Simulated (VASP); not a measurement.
Input of a VASP 6.6.1 run:

Contents of INCAR:

```
ALGO = Normal
EDIFF = 1E-6
EDIFFG = -0.04
ENCUT = 600
GGA = PE
IBRION = 2
ISIF = 3
ISMEAR = 0
LASPH = T
LCHARG = F
LREAL = F
LWAVE = F
NELM = 80
NSW = 90
PREC = Accurate
SIGMA = 0.1
```

KPOINTS

```
k-points
0
Gamma
  4 4 4
```

The input POSCAR:

```
Sn2As2Se
1.0
   -2.9598919600      2.9598919600      3.8555489400
    2.9598919600     -2.9598919600      3.8555489400
    2.9598919600      2.9598919600     -3.8555489400
Sn As Se
2 2 1
Direct
    0.7500000000      0.2500000000      0.5000000000
    0.2500000000      0.7500000000      0.5000000000
    0.2543936200      0.2543936200      0.0000000000
    0.7456063800      0.7456063800      0.0000000000
    0.5000000000      0.5000000000      0.0000000000
```

Potentials or basis: VASP PAW PBE potentials, release 64 (Sn_d, As, Se).

Run with:

```console
$ cat potpaw_PBE.64/Sn_d/POTCAR potpaw_PBE.64/As/POTCAR potpaw_PBE.64/Se/POTCAR > POTCAR
$ mpirun -np 1 vasp_std > vasp.out
```

Question: What does it give for the space group after relaxing (to 0.1 Å)?

Answer: I4/mmm (No. 139).

Question: Estimate the band gap on the k mesh.

Answer: Zero (bands 22 and 23 overlap by 2.46 eV).

Final structure:
```
Sn As Se
1.0
    -2.63344    2.63344    4.51937
     2.63344   -2.63344    4.51937
     2.63344    2.63344   -4.51937
Sn As Se
2 2 1
Cartesian
  0.0000 2.6334 2.2597
  2.6334 0.0000 2.2597
  0.0000 0.0000 1.2354
  0.0000 0.0000 7.8034
  0.0000 0.0000 4.5194
```

Caveat: spin-orbit coupling is left out, which moves the levels of the heavy elements.
